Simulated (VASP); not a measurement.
In3GaAs2, 6 atoms in the cell. The structure is hexagonal, space group P6/mmm (No. 191). The conventional cell has a = 6.870 Å, b = 6.870 Å, c = 4.172 Å, α = 90.00°, β = 90.00°, γ = 120.00°. In (site symmetry mmm) has 4 As at 2.88 Å and 4 In at 3.44 Å within 3.8 Å. Within 5.2 Å of Ga (site symmetry 6/mmm) lie 6 As at 3.97 Å and 12 In at 4.02 Å and 2 Ga at 4.17 Å. Within 3.8 Å of As (site symmetry -6m2) lie 6 In at 2.88 Å. 

- Program: VASP 6.6.1
- Task: single point
- Functional: PBE
- Potentials or basis: VASP PAW PBE potentials, release 64 (In_d, Ga_d, As)
- Cutoff: 520 eV
- k mesh: 6 × 6 × 10
- Occupations: gaussian, width 0.1 eV
- Spin: no spin polarisation
- Dipole correction: no
- Further INCAR settings: ALGO = Fast; EDIFF = 1e-06; NBANDS = 40

Potentials or basis: VASP PAW PBE potentials, release 64 (In_d, Ga_d, As).

Command:

```console
$ cat potpaw_PBE.64/In_d/POTCAR potpaw_PBE.64/Ga_d/POTCAR potpaw_PBE.64/As/POTCAR > POTCAR
$ mpirun -np 1 vasp_std > vasp.out
```

Hardware: 1 thread of Intel Xeon 8259CL, on a shared host.

Q: How long does it take, and how much memory?

A: Wall time 14 min on 1 thread of Intel Xeon 8259CL (shared host), peak memory 0.47 GiB. Counts: scf iterations 18, k points 42.
